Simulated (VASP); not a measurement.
SnSe4: single point with PBE

SnSe4:

```
Sn Se
1.0
     4.47346    0.00000    0.00000
    -2.23673    3.87413    0.00000
     0.00000    0.00000   10.68699
Sn Se
1 4
Direct
  0.00000 0.00000 0.50000
  0.33333 0.66667 0.00000
  0.66667 0.33333 0.00000
  0.00000 0.00000 0.71897
  0.00000 0.00000 0.28103
```

```yaml
Program: VASP 6.6.1
Task: single point
Functional: PBE
Potentials_or_basis: VASP PAW PBE potentials, release 64 (Sn_d, Se)
Cutoff: 520 eV
k_mesh: 6 × 6 × 2
Occupations: gaussian, width 0.1 eV
Spin: no spin polarisation
Dipole_correction: no
Further_INCAR_settings: ALGO = Normal; EDIFF = 1e-06; NBANDS = 27
```

```
Pressure               : 0.2 GPa
Largest force          : 0.047 eV/Å
Band gap on the k mesh : zero (band 19 reaches 1.46 eV, above the bottom of band 20 at 0.44 eV)
```

Forces on the atoms (eV/Å):
```
Sn   0.000  0.000  0.000
Se   0.000  0.000  0.000
Se   0.000  0.000  0.000
Se   0.000  0.000 -0.047
Se   0.000  0.000  0.047
```

Stress tensor (GPa, compression positive):
```
 0.36  0.00  0.00
 0.00  0.36  0.00
 0.00  0.00 -0.14
```

Levels at points of the mesh, in eV from the Fermi level:
| k point | band 16 | band 17 | band 18 | band 19 | band 20 | band 21 | band 22 | band 23 |
| --- | --- | --- | --- | --- | --- | --- | --- | --- |
| (0.00, 0.00, 0.00) | -1.05 | -0.32 | -0.32 | 0.13 | 0.13 | 0.77 | 0.80 | 3.42 |
| (0.50, 0.00, 0.00) | -1.32 | -1.02 | -1.01 | -0.61 | 0.94 | 1.59 | 1.59 | 2.76 |
| (0.00, 0.00, 0.50) | -0.99 | -0.52 | -0.52 | 0.30 | 0.30 | 0.80 | 1.26 | 3.35 |
| (0.50, 0.00, 0.50) | -1.56 | -1.36 | -1.19 | -0.56 | 1.23 | 1.55 | 1.58 | 2.69 |

Wall time 31 s on 1 thread of Intel(R) Xeon(R) 6975P-C (Granite Rapids) (shared host), peak memory 0.33 GiB.

Caveat: spin-orbit coupling is left out, which moves the levels of the heavy elements; this functional lacks dispersion, which binds the layers, so the pressure and a relaxed spacing across them are unreliable.
